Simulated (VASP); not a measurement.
CoO, 2 atoms in the cell. It takes space group I4/mmm (No. 139, tetragonal). Conventional cell: a = 2.954 Å, b = 2.954 Å, c = 4.128 Å, α = 90.00°, β = 90.00°, γ = 90.00°. Within 2.7 Å of Co (site symmetry 4/mmm) lie 6 O at 2.06 to 2.09 Å. O (site symmetry 4/mmm) has 6 Co at 2.06 to 2.09 Å within 2.7 Å. 

* Program: VASP 6.6.1
* Task: single point
* Functional: PBEsol
* Potentials or basis: VASP PAW PBE potentials, release 64 (Co, O)
* Cutoff: 520 eV
* k mesh: 12 × 12 × 12
* Occupations: fermi-dirac, width 0.05 eV
* Spin: collinear spin, ferromagnetic start
* Starting moments: [2.0, 0.0] μB
* Dipole correction: no
* Further INCAR settings: ALGO = Normal; EDIFF = 1e-06; NBANDS = 18

Potentials or basis: VASP PAW PBE potentials, release 64 (Co, O).

Command:

```sh
$ cat potpaw_PBE.64/Co/POTCAR potpaw_PBE.64/O/POTCAR > POTCAR
$ mpirun -np 1 vasp_std > vasp.out
```

Hardware: 1 thread of Intel(R) Xeon(R) 6975P-C (Granite Rapids), with other jobs on the host.

How long does it take, and how much memory?

Run time: 87 s on 1 thread of Intel(R) Xeon(R) 6975P-C (Granite Rapids), on a shared host, peak memory 0.21 GiB. Counts: scf iterations 17, k points 163.
